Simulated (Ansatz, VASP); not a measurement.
## Two plane-wave programs on Zr2TiB2

```
CELL_PARAMETERS angstrom
3.03235 0.00000 0.00000
0.00000 3.03235 0.00000
0.00000 0.00000 8.45401
ATOMIC_POSITIONS crystal
Zr 0.50000 0.50000 0.72636
Zr 0.50000 0.50000 0.27364
Ti 0.00000 0.00000 0.00000
B 0.50000 0.00000 0.50000
B 0.00000 0.50000 0.50000
```

Change from the starting cell: species swapped into the BaAs2Pd2 type (P4/mmm, No. 123).

Alike in both runs: task single point; functional PBE; k mesh 6 × 6 × 2; occupations gaussian, width 0.1 eV; collinear spin.

|  | VASP | Ansatz |
| --- | --- | --- |
| version | VASP 6.6.1 | Ansatz 0.2.0 |
| potentials or method | VASP PAW PBE potentials, release 64 (Zr_sv, Ti_sv, B), cutoff 520 eV | scalar-relativistic, plane waves, PAW |
| valence electrons in the cell | 42 | 42 |

Ansatz gave:

```
gap on the k mesh at the Fermi level (eV)                     : none
pressure (GPa)                                                : -0.4
traceless stress, the component that is largest in VASP (GPa) : 0.33
rms of the force components (eV/Å)                            : 0.006
net moment per atom (μB)                                      : 0.00
```

What did VASP give for the same quantities?

gap on the k mesh at the Fermi level (eV): none; pressure (GPa): -0.4; traceless stress, the component that is largest in VASP (GPa): 0.34; rms of the force components (eV/Å): 0.010; net moment per atom (μB): 0.00.

Atom by atom the forces differ by 0.004 eV/Å (rms over components). A gap of «none» marks a metal or a gap that the smearing closes. The functional is the same, so the differences come from potentials, cutoffs and numerics. Ansatz's warnings: seeded moment not kept.

The k mesh is coarse, so the values compare programs but aren't converged.
